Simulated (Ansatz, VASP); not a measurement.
GaN: VASP beside Ansatz

INCAR

```
SYSTEM = GaN
  PREC = Accurate
  ENCUT = 600
  EDIFF = 1E-6
  ISMEAR = -1
  SIGMA = 0.05
  LREAL = .False.
  LASPH = .True.
  NELM = 120
  ALGO = Normal
  ISIF = 2
  LWAVE = .False.
  LCHARG = .False.
  GGA = PS
  NBANDS = 16
  GGA_COMPAT = .False.
```

KPOINTS

```
Automatic mesh
0
Gamma
  17 17 17
  0 0 0
```

File POSCAR:

```
GaN
1.0
    0.0000000000      1.8909468794      1.8909468794
    1.8909468794      0.0000000000      1.8909468794
    1.8909468794      1.8909468794      0.0000000000
Ga N
1 1
Direct
    0.0000000000      0.0000000000      0.0000000000
    0.5000000000      0.5000000000      0.5000000000
```

Input for Ansatz:

```yaml
crystal:
  lattice:
    - [0.0, 1.8909468794, 1.8909468794]
    - [1.8909468794, 0.0, 1.8909468794]
    - [1.8909468794, 1.8909468794, 0.0]
  atoms:
    - { symbol: Ga, position: [0.0, 0.0, 0.0] }
    - { symbol: "N", position: [0.5, 0.5, 0.5] }
kpoints:
  mp_grid: { grid: [17, 17, 17] }
  band_path:
    path:
      - [0.0, 0.0, 0.0]
      - [0.5, 0.0, 0.5]
      - [0.625, 0.25, 0.625]
      - [0.375, 0.375, 0.75]
      - [0.0, 0.0, 0.0]
      - [0.5, 0.5, 0.5]
      - [0.5, 0.25, 0.75]
      - [0.5, 0.0, 0.5]
    npoints: 8
scf:
  occupations: { method: fermi_dirac, width: 0.05 }
hamiltonian:
  xc: pbesol
  pseudopotentials: { kind: all_electron, lapw: { basis_error: 0.001 } }
output:
  forces: true
  stress: true
  eigenvalues: true
  populations: true
  dos: { projected: true, de: 0.2, e_range: [-14, 8] }
```

Change from the starting cell: volume scaled by 0.72, LAPW.

Alike in both runs: task single point; functional PBEsol; k mesh 17 × 17 × 17; occupations fermi-dirac, width 0.05 eV; no spin polarisation.

|  | VASP | Ansatz |
| --- | --- | --- |
| version | VASP 6.6.1 | Ansatz 0.2.0 |
| potentials or method | VASP PAW PBE potentials, release 64 (Ga_d, N), cutoff 600 eV | all-electron LAPW, scalar-relativistic |

|  | VASP | Ansatz | Ansatz less VASP |
| --- | --- | --- | --- |
| gap on the k mesh at the Fermi level (eV) | 2.98 | 3.00 | +0.015 |
| pressure (GPa) | 159.8 | 158.7 | -1.19 |

VASP's potentials were made for PBE, not for PBEsol. Both programs put the cell under a high pressure, so it lies far from rest at this level. Ansatz ran all-electron here, and VASP with PAW potentials.

Noted on VASP's run: the cell as given lies far from equilibrium.
